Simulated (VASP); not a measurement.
Set up this calculation in VASP 6.6.1, as the native input.

```yaml
Task: single point
Functional: r2SCAN
Potentials_or_basis: VASP PAW PBE potentials, release 64 (Si, O)
Cutoff: 520 eV
k_mesh: 6 × 6 × 6
Occupations: gaussian, width 0.02 eV
Spin: no spin polarisation
Dipole_correction: no
Further_INCAR_settings: ALGO = Normal; EDIFF = 1e-07; NBANDS = 44
```

The system is SiO2.

```
Si O
1.0
     0.00000    4.86708    6.84731
     2.37848    0.00000    6.84731
     2.37848    4.86708    0.00000
Si O
4 8
Direct
  0.56358 0.56358 0.93642
  0.31358 0.31358 0.68642
  0.68642 0.68642 0.31358
  0.93642 0.93642 0.56358
  0.62500 0.12500 0.62500
  0.62500 0.62500 0.12500
  0.62500 0.62500 0.62500
  0.12500 0.62500 0.62500
  0.18108 0.81892 0.18108
  0.81892 0.18108 0.81892
  0.43108 0.06892 0.43108
  0.06892 0.43108 0.06892
```

This cell differs from its parent crystal: strained.

The input as run:

POSCAR

```
SiO2
1.0
    0.0000000000      4.8670830124      6.8473074677
    2.3784809068      0.0000000000      6.8473074677
    2.3784809068      4.8670830124      0.0000000000
Si O
4 8
Direct
    0.5635761894      0.5635761894      0.9364238106
    0.3135761894      0.3135761894      0.6864238106
    0.6864238106      0.6864238106      0.3135761894
    0.9364238106      0.9364238106      0.5635761894
    0.6250000000      0.1250000000      0.6250000000
    0.6250000000      0.6250000000      0.1250000000
    0.6250000000      0.6250000000      0.6250000000
    0.1250000000      0.6250000000      0.6250000000
    0.1810780423      0.8189219577      0.1810780423
    0.8189219577      0.1810780423      0.8189219577
    0.4310780423      0.0689219577      0.4310780423
    0.0689219577      0.4310780423      0.0689219577
```

INCAR.step1

```
SYSTEM = SiO2
ALGO = Normal
EDIFF = 1E-4
ENCUT = 520
GGA = PE
ISMEAR = 0
LASPH = .TRUE.
LCHARG = .FALSE.
LREAL = .FALSE.
LWAVE = .TRUE.
NBANDS = 44
NELM = 60
PREC = Accurate
SIGMA = 0.02
```

INCAR.step2

```
SYSTEM = SiO2
ALGO = Normal
EDIFF = 1E-7
ENCUT = 520
ISIF = 2
ISMEAR = 0
ISTART = 1
LASPH = .TRUE.
LCHARG = .FALSE.
LMIXTAU = .TRUE.
LREAL = .FALSE.
LWAVE = .FALSE.
METAGGA = R2SCAN
NBANDS = 44
NELM = 60
PREC = Accurate
SIGMA = 0.02
```

KPOINTS

```
k-points
0
G
  6 6 6
  0 0 0
```

Potentials or basis: VASP PAW PBE potentials, release 64 (Si, O).

The run is started by

```sh
$ cat potpaw_PBE.64/Si/POTCAR potpaw_PBE.64/O/POTCAR > POTCAR
$ cp INCAR.step1 INCAR
$ mpirun -np 1 vasp_std > vasp.out
$ cp INCAR.step2 INCAR
$ mpirun -np 1 vasp_std > vasp.out
```

It gave:

```
Pressure               : 2.9 GPa
Largest force          : 0.460 eV/Å
Band gap on the k mesh : 6.46 eV
```

Caveat: the cell differs from its parent crystal (strained); the stress differs along the axes, from -1 to 7 GPa; the PAW data sets were made with another functional, which shifts forces and pressure a little.

It took 25 min on 1 thread of Intel Xeon 8259CL, with other jobs on the host, peak memory 0.52 GiB.
